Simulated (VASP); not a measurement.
Set up this calculation in VASP 6.6.1, as the native input.

* Task: relaxation of cell and atoms
* Functional: PBE
* Potentials or basis: VASP PAW PBE potentials, release 64 (Li_sv)
* Cutoff: 600 eV
* k mesh: 20 × 20 × 20
* Occupations: fermi-dirac, width 0.08 eV
* Spin: no spin polarisation
* Target pressure: 30 GPa
* Dipole correction: no
* Further INCAR settings: ALGO = Normal; EDIFF = 1e-06; IBRION = 2; EDIFFG = -0.005; NSW = 60; ISIF = 3

The structure of Li lies in POSCAR:

```
Li
1.0
   -1.3642331786      1.3642331786      1.3642331786
    1.3642331786     -1.3642331786      1.3642331786
    1.3642331786      1.3642331786     -1.3642331786
Li
1
Direct
    0.0000000000      0.0000000000      0.0000000000
```

One way to write it, as run:

INCAR

```
PREC = Accurate ; ENCUT = 600
EDIFF = 1E-6 ; ISMEAR = -1
SIGMA = 0.08 ; LREAL = F
LASPH = T ; NELM = 60
ALGO = Normal ; ISIF = 3
LWAVE = F ; LCHARG = F
GGA = PE ; IBRION = 2
NSW = 60 ; EDIFFG = -0.005
PSTRESS = 300.0
```

KPOINTS

```
Automatic mesh
0
Gamma
  20 20 20
```

Potentials or basis: VASP PAW PBE potentials, release 64 (Li_sv).

The run is started by

```sh
$ cat potpaw_PBE.64/Li_sv/POTCAR > POTCAR
$ mpirun -np 1 vasp_std > vasp.out
```

Results of the run:

```json
{
 "Relaxed volume": "10.18 Å³/atom",
 "Relaxed cell": "a = 2.365 Å, b = 2.365 Å, c = 2.365 Å, α = 109.47°, β = 109.47°, γ = 109.47°",
 "Space group after relaxing (to 0.05 Å)": "Im-3m (No. 229)",
 "Energy change on relaxing (the enthalpy is what falls)": "-4.9 meV/atom",
 "Ionic steps": "2",
 "Pressure after relaxing": "30.0 GPa"
}
```

Caveat: the cutoff is under 1.25 times the usual one of these potentials, so pressure, stress and relaxed cells hold a basis-set (Pulay) error; the cell is relaxed towards a set pressure, so the enthalpy falls and the energy may rise.

Wall time 8.1 s on 1 thread of Intel(R) Xeon(R) Platinum 8559C (Emerald Rapids) (shared host), peak memory 0.12 GiB.
